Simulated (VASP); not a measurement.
Wanted: the native input for a VASP 6.6.1 run.

* Task: single point
* Functional: PBE
* Potentials or basis: VASP PAW PBE potentials, release 64 (Ga_d, P)
* Cutoff: 520 eV
* k mesh: 8 × 8 × 8
* Occupations: fermi-dirac, width 0.02 eV
* Spin: no spin polarisation
* Dipole correction: no
* Further INCAR settings: ALGO = Normal; EDIFF = 1e-06; NBANDS = 16

The structure of GaP lies in POSCAR:

```
GaP
1.0
    0.0000000000      2.7526532803      2.7026489945
    2.7526532803      0.0000000000      2.7026489945
    2.7526532803      2.7526532803      0.0000000000
Ga P
1 1
Direct
    0.0000000000      0.0000000000      0.0000000000
    0.2500000000      0.2500000000      0.2500000000
```

This cell differs from its parent crystal: epitaxial xy strain +1.0%.

The input as run:

INCAR

```
  PREC = Accurate
  ENCUT = 520
  EDIFF = 1E-6
  ISMEAR = -1
  SIGMA = 0.02
  LREAL = F
  LASPH = T
  NELM = 80
  ALGO = Normal
  ISIF = 2
  LWAVE = F
  LCHARG = F
  GGA = PE
  NBANDS = 16
```

KPOINTS

```
regular mesh
0
Gamma
  8 8 8
```

Potentials or basis: VASP PAW PBE potentials, release 64 (Ga_d, P).

The run is started by

```console
$ cat potpaw_PBE.64/Ga_d/POTCAR potpaw_PBE.64/P/POTCAR > POTCAR
$ mpirun -np 1 vasp_std > vasp.out
```

It gave:

```json
{"Pressure": "1.4 GPa", "Band gap on the k mesh": "1.48 eV, indirect (least direct gap 1.66 eV)"}
```

Caveat: the cell differs from its parent crystal (epitaxial xy strain +1.0%).

It took 23 s on 1 thread of AMD EPYC 9R45 96-Core Processor (Zen 5), with other jobs on the host, peak memory 0.16 GiB.
